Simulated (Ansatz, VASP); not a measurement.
# One calculation of HfNbSe4, two programs

```xyz
6
Lattice="4.5921 0.0000 0.0000 0.0000 4.5921 0.0000 0.0000 0.0000 6.4692" Properties=species:S:1:pos:R:3 pbc="T T T"
Hf    0.0000    0.0000    3.2346
Nb    2.2960    2.2960    0.0000
Se    2.2960    0.0000    1.5894
Se    2.2960    0.0000    4.8798
Se    0.0000    2.2960    4.8798
Se    0.0000    2.2960    1.5894
```

Change from the starting cell: species swapped into the CaSnF4 type (P4/mmm, No. 123).

Alike in both runs: functional PBE; k mesh 4 × 4 × 4; occupations gaussian, width 0.1 eV; collinear spin.

Ansatz relaxed the structure, and its values are those at the end. VASP's run is a single point on that final structure, the one shown.

```csv
,VASP,Ansatz
version,VASP 6.6.1,Ansatz 0.2.0
potentials or method,"VASP PAW PBE potentials, release 64 (Hf_pv, Nb_sv, Se), cutoff 520 eV","scalar-relativistic, plane waves, PAW"
valence electrons in the cell,47,103
```

VASP gave:

```
gap on the k mesh at the Fermi level (eV)                     : none
pressure (GPa)                                                : -0.3
rms of the force components (eV/Å)                            : 0.009
net moment per atom (μB)                                      : 0.25
size of the moment on the site where the two differ most (μB) : 1.11
```

Question: Estimate Ansatz's values.

Answer: gap on the k mesh at the Fermi level (eV): none; pressure (GPa): -0.1; rms of the force components (eV/Å): 0.001; net moment per atom (μB): 0.25; size of the moment on the site where the two differ most (μB): 1.08.

Site moments also hang on the region over which each program counts them. A gap of «none» marks a metal or a gap that the smearing closes. With one functional, cell and mesh, what is left measures potentials, basis and numerics. VASP's potentials hold 47 valence electrons a cell and Ansatz's 103, so a difference there can come from the potentials and not from the codes. Ansatz's warnings: no starting moments.

Spin-orbit coupling is off throughout.
